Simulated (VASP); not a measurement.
A run of VASP 6.6.1 is set up as follows.

The input INCAR:

```
SYSTEM = Ni
PREC = Accurate ; ENCUT = 520
EDIFF = 1E-6 ; ISMEAR = 0
SIGMA = 0.1 ; LREAL = .False.
LASPH = .True. ; NELM = 150
ALGO = Normal ; ISIF = 2
LWAVE = .False. ; LCHARG = .False.
ISPIN = 2 ; MAGMOM = 2
LORBIT = 11 ; LMAXMIX = 4
GGA = PE ; NBANDS = 15
```

The input KPOINTS:

```
regular mesh
0
Gamma
  12 12 12
  0 0 0
```

POSCAR

```
Ni
1.0
    0.0000000000      1.7585000000      1.7585000000
    1.7585000000      0.0000000000      1.7585000000
    1.7585000000      1.7585000000      0.0000000000
Ni
1
Direct
    0.0000000000      0.0000000000      0.0000000000
```

Potentials or basis: VASP PAW PBE potentials, release 64 (Ni).

Launch:

```console
$ cat potpaw_PBE.64/Ni/POTCAR > POTCAR
$ mpirun -np 1 vasp_std > vasp.out
```

Problem. Predict the net moment.

Solution. 0.68 μB per cell.

Problem. Predict the site moments.

Solution. Ni +0.69 μB.
